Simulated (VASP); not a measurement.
Set up this calculation in VASP 6.6.1, as the native input.

* Task: single point
* Functional: PBE
* Potentials or basis: VASP PAW PBE potentials, release 64 (K_sv, Ru_pv)
* Cutoff: 520 eV
* k mesh: 4 × 4 × 1
* Occupations: gaussian, width 0.1 eV
* Spin: no spin polarisation
* Dipole correction: yes
* Further INCAR settings: ALGO = Normal; EDIFF = 1e-07; NBANDS = 23

The structure of K2Ru lies in POSCAR:

```
K2Ru
1.0
    6.0108773306      0.0000000000      0.0000000000
    0.0000000000      6.0108773306      0.0000000000
    0.0000000000      0.0000000000     24.9006598000
K Ru
2 1
Direct
    0.0000000000      0.5000000000      0.2975095772
    0.5000000000      0.0000000000      0.2975095772
    0.0000000000      0.0000000000      0.2975208518
```

These files were run (other wordings do the same):

INCAR

```
PREC = Accurate ; ENCUT = 520
EDIFF = 1E-7 ; ISMEAR = 0
SIGMA = 0.1 ; LREAL = False
LASPH = True ; NELM = 100
ALGO = Normal ; ISIF = 2
LWAVE = False ; LCHARG = False
LDIPOL = True ; IDIPOL = 3
DIPOL = 0.5 0.5 0.298 ; GGA = PE
NBANDS = 23
```

KPOINTS

```
regular mesh
0
Gamma
  4 4 1
```

Potentials or basis: VASP PAW PBE potentials, release 64 (K_sv, Ru_pv).

The run is started by

```sh
$ cat potpaw_PBE.64/K_sv/POTCAR potpaw_PBE.64/Ru_pv/POTCAR > POTCAR
$ mpirun -np 1 vasp_std > vasp.out
```

Results of the run:

```
Band gap on the k mesh : zero (band 16 reaches -2.34 eV, above the bottom of band 17 at -2.56 eV)
```

It took 2.6 min on 1 thread of Intel(R) Xeon(R) 6975P-C (Granite Rapids) (shared host), peak memory 0.85 GiB.
